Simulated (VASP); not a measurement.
## MgO: single point with PBE

**Measured values to compare with.**

From “Electronic structure of alkaline earth and post-transition metal oxides”, 2009, arxiv:0908.1581, for a bulk crystal of MgO: band gap 7.83 eV.

MgO:

```
Mg O
1.0
     0.00000    2.12723    2.12723
     2.12723    0.00000    2.12723
     2.12723    2.12723    0.00000
Mg O
1 1
Cartesian
  0.0000 0.0000 0.0000
  2.1272 2.1272 2.1272
```

- Program: VASP 6.6.1
- Task: single point
- Functional: PBE
- Potentials or basis: VASP PAW PBE potentials, release 64 (Mg_sv, O)
- Cutoff: 840 eV
- k mesh: 8 × 8 × 8
- Occupations: gaussian, width 0.02 eV
- Spin: no spin polarisation

| Item | Value |
| --- | --- |
| Pressure | 0.0 GPa |
| Band gap on the k mesh | 4.45 eV |

Levels at points of the mesh, in eV from the valence-band top:
| k point | band 6 | band 7 | band 8 | band 9 | band 10 | band 11 |
| --- | --- | --- | --- | --- | --- | --- |
| (0.00, 0.00, 0.00) | 0.00 | 0.00 | 0.00 | 4.45 | 15.63 | 15.63 |
| (0.50, 0.00, 0.00) | -4.48 | -0.62 | -0.62 | 7.72 | 12.28 | 16.03 |
| (0.50, 0.50, 0.00) | -3.93 | -1.30 | -1.30 | 9.09 | 9.68 | 12.79 |

Run time: 10 s on 1 thread of AMD EPYC 7R13 Processor (Zen 3), on a shared host, peak memory 0.13 GiB.

Measured gap of MgO: 7.83 eV (quoted in “Electronic structure of alkaline earth and post-transition metal oxides”, 2009, arxiv:0908.1581). This calculation gives 4.45 eV (-3.38 eV). The value is that of PBE, without temperature or zero-point motion. Semilocal functionals fall short of measured gaps as a rule.
